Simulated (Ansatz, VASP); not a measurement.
# Si in VASP and in Ansatz

```
CELL_PARAMETERS angstrom
0.00000 2.72209 2.72209
2.72209 0.00000 2.72209
2.72209 2.72209 0.00000
ATOMIC_POSITIONS crystal
Si 0.25000 0.25000 0.25000
Si 0.00000 0.00000 0.00000
```

Alike in both runs: functional r2SCAN; k mesh 16 × 16 × 16; occupations fermi-dirac, width 0.08 eV; no spin polarisation.

Ansatz relaxed the structure, and its values are those at the end. VASP's run is a single point on that final structure, the one shown.

```csv
,VASP,Ansatz
version,VASP 6.6.1,Ansatz 0.2.0
potentials or method,"VASP PAW PBE potentials, release 64 (Si)","PAW with Ansatz's default frozen-core files, scalar-relativistic"
plane-wave cutoff (eV),520,500
valence electrons in the cell,8,8
```

```tsv
	VASP	Ansatz	Ansatz less VASP
pressure (GPa)	-0.2	0.0	+0.24
```

VASP's potentials were made for PBE, not for r2SCAN.
